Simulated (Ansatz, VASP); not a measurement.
# Two plane-wave programs on SnSe

```
Sn Se
1.0
    11.42000    0.00000    0.00000
     0.00000    4.19000    0.00000
     0.00000    0.00000    4.46000
Sn Se
4 4
Direct
  0.12300 0.25000 0.09100
  0.37700 0.75000 0.59100
  0.62300 0.25000 0.40900
  0.87700 0.75000 0.90900
  0.35700 0.25000 0.01600
  0.14300 0.75000 0.51600
  0.85700 0.25000 0.48400
  0.64300 0.75000 0.98400
```

Alike in both runs: task single point; functional PBE; k mesh 2 × 4 × 3; no spin polarisation.

|  | VASP | Ansatz |
| --- | --- | --- |
| version | VASP 6.6.1 | Ansatz 0.2.0 |
| potentials or method | VASP PAW PBE potentials, release 64 (Sn_d, Se) | plane waves, PAW |
| plane-wave cutoff (eV) | 500 | 420 |
| occupations | gaussian, width 0.01 eV | fixed |
| valence electrons in the cell | 80 | 120 |

Ansatz gave:

- gap on the k mesh at the Fermi level (eV): 0.79

Question: Which values does VASP return?

Answer: gap on the k mesh at the Fermi level (eV): 0.77.

VASP's potentials hold 80 valence electrons a cell and Ansatz's 120, so a difference there can come from the potentials and not from the codes.

The k mesh is coarse, so the values compare programs but aren't converged.
